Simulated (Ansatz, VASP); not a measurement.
# Two plane-wave programs on Bi2Se3

```
Bi Se
1.0
    -2.53774    2.53774    6.28031
     2.53774   -2.53774    6.28031
     2.53774    2.53774   -6.28031
Bi Se
2 3
Direct
  0.41237 0.91237 0.50000
  0.91237 0.41237 0.50000
  0.62645 0.12645 0.50000
  0.12645 0.62645 0.50000
  0.16347 0.16347 0.00000
```

Alike in both runs: functional PBE; k mesh 10 × 10 × 10; occupations gaussian, width 0.01 eV; no spin polarisation.

Ansatz relaxed the structure, and its values are those at the end. VASP's run is a single point on that final structure, the one shown.

```csv
,VASP,Ansatz
version,VASP 6.6.1,Ansatz 0.2.0
potentials or method,"VASP PAW PBE potentials, release 64 (Bi_d, Se), cutoff 520 eV","scalar-relativistic, plane waves, PAW"
valence electrons in the cell,48,78
```

|  | VASP | Ansatz | Ansatz less VASP |
| --- | --- | --- | --- |
| gap on the k mesh at the Fermi level (eV) | none | none | - |
| pressure (GPa) | 0.0 | 0.0 | -0.01 |

A gap of «none» marks a metal or a gap that the smearing closes. VASP's potentials hold 48 valence electrons a cell and Ansatz's 78, so a difference there can come from the potentials and not from the codes.

Neither program's run includes spin-orbit coupling.
